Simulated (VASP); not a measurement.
A run of VASP 6.6.1 is set up as follows.

Contents of INCAR:

```
SYSTEM = Ag
PREC = Accurate
ENCUT = 600
EDIFF = 1E-6
ISMEAR = -1
SIGMA = 0.1
LREAL = .False.
LASPH = .True.
NELM = 100
ALGO = Normal
ISIF = 3
LWAVE = .False.
LCHARG = .False.
GGA = B5
ALDAX = 1.0
AGGAX = 1.0
AGGAC = 1.0
ALDAC = 0.0
IBRION = 2
NSW = 80
EDIFFG = -0.01
```

Contents of KPOINTS:

```
regular mesh
0
Gamma
  13 13 13
  0 0 0
```

POSCAR

```
Ag
1.0
    0.0000000000      2.0431000000      2.0431000000
    2.0431000000      0.0000000000      2.0431000000
    2.0431000000      2.0431000000      0.0000000000
Ag
1
Direct
    0.0000000000      0.0000000000      0.0000000000
```

Potentials or basis: VASP PAW PBE potentials, release 64 (Ag).

Command:

```bash
$ cat potpaw_PBE.64/Ag/POTCAR > POTCAR
$ mpirun -np 1 vasp_std > vasp.out
```

(1) Estimate the relaxed volume.

(2) Predict the space group after relaxing (to 0.05 Å).

(3) What does it give for the relaxed cell?

Results:

(1) 19.30 Å³/atom.

(2) Fm-3m (No. 225).

(3) a = 3.011 Å, b = 3.011 Å, c = 3.011 Å, α = 60.00°, β = 60.00°, γ = 60.00°.

Caveat: the PAW data sets were made with another functional, which shifts forces and pressure a little; the volume moved by +13 % from the deposited cell, more than functionals usually miss.
